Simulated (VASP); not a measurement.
A run of VASP 6.6.1 is set up as follows.

File INCAR:

```
ALGO = Normal
EDIFF = 1E-6
ENCUT = 520
ISIF = 2
ISMEAR = -1
LASPH = T
LCHARG = F
LREAL = F
LWAVE = F
NBANDS = 14
NELM = 60
PREC = Accurate
SIGMA = 0.1
```

File KPOINTS:

```
k-points
0
Gamma
  14 14 4
```

The input POSCAR:

```
Al
1.0
    2.7683247888      0.0000000000      0.0000000000
   -1.3841623944      2.3974395930      0.0000000000
    0.0000000000      0.0000000000      9.1792483824
Al
4
Direct
    1.0000000000      0.0000000000      0.0000000000
    1.0000000000      1.0000000000      0.5000000000
    0.3333333333      0.6666666667      0.2500000000
    0.6666666667      0.3333333333      0.7500000000
```

Potentials or basis: VASP PAW LDA potentials, release 64 (Al).

Launch:

```bash
$ cat potpaw_LDA.64/Al/POTCAR > POTCAR
$ mpirun -np 1 vasp_std > vasp.out
```

Question: Estimate the band gap on the k mesh.

Answer: Zero (bands 6 and 7 overlap by 5.65 eV).

Question: Estimate the pressure.

Answer: 3.8 GPa.

Caveat: the cell stands under pressure.
